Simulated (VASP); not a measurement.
Write the native input for VASP 6.6.1 that does the following.

```yaml
Task: relaxation of cell and atoms
Functional: PBE
Potentials_or_basis: VASP PAW PBE potentials, release 64 (Lu, F)
Cutoff: 600 eV
k_mesh: 6 × 6 × 4
Occupations: gaussian, width 0.1 eV
Spin: no spin polarisation
Dipole_correction: no
Further_INCAR_settings: ALGO = Normal; EDIFF = 1e-07; IBRION = 2; EDIFFG = -0.04; NSW = 90; ISIF = 3
```

The structure of Lu3F2 lies in POSCAR:

```
Lu3F2
1.0
    4.3535206200      0.0000000000      0.0000000000
   -2.1767603100      3.7702594500      0.0000000000
    0.0000000000      0.0000000000      5.5518486300
Lu F
3 2
Direct
    0.3333333300      0.6666666700      0.6736396600
    0.6666666700      0.3333333300      0.3263603400
    0.0000000000      0.0000000000      0.0000000000
    0.3333333300      0.6666666700      0.1991098700
    0.6666666700      0.3333333300      0.8008901300
```

The cell was generated, and may not be a known phase.

One way to write it, as run:

INCAR

```
PREC     = Accurate       # precision mode
ENCUT    = 600            # plane-wave cutoff, eV
EDIFF    = 1E-7           # SCF threshold, eV
ISMEAR   = 0              # smearing method
SIGMA    = 0.1            # smearing width, eV
LREAL    = False          # projectors in reciprocal space
LASPH    = True           # aspherical terms in the spheres
NELM     = 100            # most SCF steps
ALGO     = Normal         # electronic algorithm
ISIF     = 3              # what is computed and relaxed
LWAVE    = False          # write WAVECAR
LCHARG   = False          # write CHGCAR
GGA      = PE             # functional
IBRION   = 2              # ionic algorithm
NSW      = 90             # ionic steps
EDIFFG   = -0.04          # ionic threshold
```

KPOINTS

```
regular mesh
0
Gamma
  6 6 4
```

Potentials or basis: VASP PAW PBE potentials, release 64 (Lu, F).

Launch:

```sh
$ cat potpaw_PBE.64/Lu/POTCAR potpaw_PBE.64/F/POTCAR > POTCAR
$ mpirun -np 1 vasp_std > vasp.out
```

Results of the run:

| Quantity | Value |
| --- | --- |
| Relaxed volume | 18.65 Å³/atom |
| Relaxed cell | a = 3.684 Å, b = 3.684 Å, c = 7.933 Å, α = 90.00°, β = 90.00°, γ = 120.00° |
| Space group after relaxing (to 0.1 Å) | P-3m1 (No. 164) |
| Energy gained by relaxing | 566.9 meV/atom |
| Ionic steps | 32 |
| Pressure after relaxing | -0.2 GPa |
| Largest force after relaxing | 0.035 eV/Å |
| Band gap on the k mesh | zero (an odd number of electrons rules out a gap without spin polarisation) |

Caveat: a cell axis changed by over 15 % at a fixed basis, so the end point is rough; spin-orbit coupling is left out, which moves the levels of the heavy elements; an odd number of electrons without spin polarisation forces a metal; a magnetic or distorted state may lie lower.

It took 39 min on 1 thread of Intel(R) Xeon(R) 6975P-C (Granite Rapids) (shared host), peak memory 0.32 GiB.
